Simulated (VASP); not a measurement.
Input of a VASP 6.6.1 run:

Contents of INCAR:

```
  ALGO = Normal
  EDIFF = 1E-7
  ENCUT = 520
  GGA = PS
  ISIF = 2
  ISMEAR = 0
  LASPH = T
  LCHARG = T
  LELF = T
  LREAL = F
  LVHAR = T
  LWAVE = F
  NBANDS = 16
  NELM = 80
  PREC = Accurate
  SIGMA = 0.01
```

KPOINTS

```
k-points
0
Gamma
  10 10 10
```

Contents of POSCAR:

```
GaAs
1.0
    0.0000000000      2.8289763854      2.8289763854
    2.8289763854      0.0000000000      2.8289763854
    2.8289763854      2.8289763854      0.0000000000
Ga As
1 1
Direct
    0.0000000000      0.0000000000      0.0000000000
    0.7500000000      0.7500000000      0.7500000000
```

Potentials or basis: VASP PAW PBE potentials, release 64 (Ga_d, As).

Command:

```console
$ cat potpaw_PBE.64/Ga_d/POTCAR potpaw_PBE.64/As/POTCAR > POTCAR
$ mpirun -np 1 vasp_std > vasp.out
```

Q: What does it give for the pressure?

A: 0.2 GPa.

Q: What does it give for the band gap on the k mesh?

A: 0.44 eV, direct.

Caveat: the PAW data sets were made with another functional, which shifts forces and pressure a little. A k mesh can miss the band edges.
